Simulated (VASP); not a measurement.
A run of VASP 6.6.1 is set up as follows.

The input INCAR:

```
SYSTEM = ZrC
ALGO = Normal
EDIFF = 1E-6
ENCUT = 520
GGA = CA
GGA_COMPAT = .FALSE.
ISIF = 2
ISMEAR = -1
LASPH = .TRUE.
LCHARG = .FALSE.
LMAXMIX = 4
LORBIT = 11
LORBMOM = .TRUE.
LREAL = .FALSE.
LSORBIT = .TRUE.
LWAVE = .FALSE.
MAGMOM = 0 0 0 0 0 0 0 0 0 0 0 0
NBANDS = 46
NELM = 150
PREC = Accurate
SIGMA = 0.05
```

Contents of KPOINTS:

```
k-points
0
G
  7 7 4
  0 0 0
```

POSCAR

```
ZrC
1.0
    3.3914762718      0.0000000000      0.0000000000
   -1.6957381359      2.9371046077      0.0000000000
    0.0000000000      0.0000000000      5.2900530000
Zr C
2 2
Direct
    0.6666666667      0.3333333333      0.7500000000
    0.3333333333      0.6666666667      0.2500000000
    0.0000000000      0.0000000000      0.5000000000
    0.0000000000      0.0000000000      0.0000000000
```

Potentials or basis: VASP PAW LDA potentials, release 64 (Zr_sv, C).

Run with:

```sh
$ cat potpaw_LDA.64/Zr_sv/POTCAR potpaw_LDA.64/C/POTCAR > POTCAR
$ mpirun -np 1 vasp_ncl > vasp.out
```

**Question.** Predict the pressure.

**Answer.** -11.3 GPa.

**Question.** Estimate the net moment.

**Answer.** 0.00 μB per cell.

Stress tensor (GPa, compression positive):
```
-12.52   0.00   0.00
  0.00 -12.52   0.00
  0.00   0.00  -8.76
```

Caveat: the cell stands under tension.
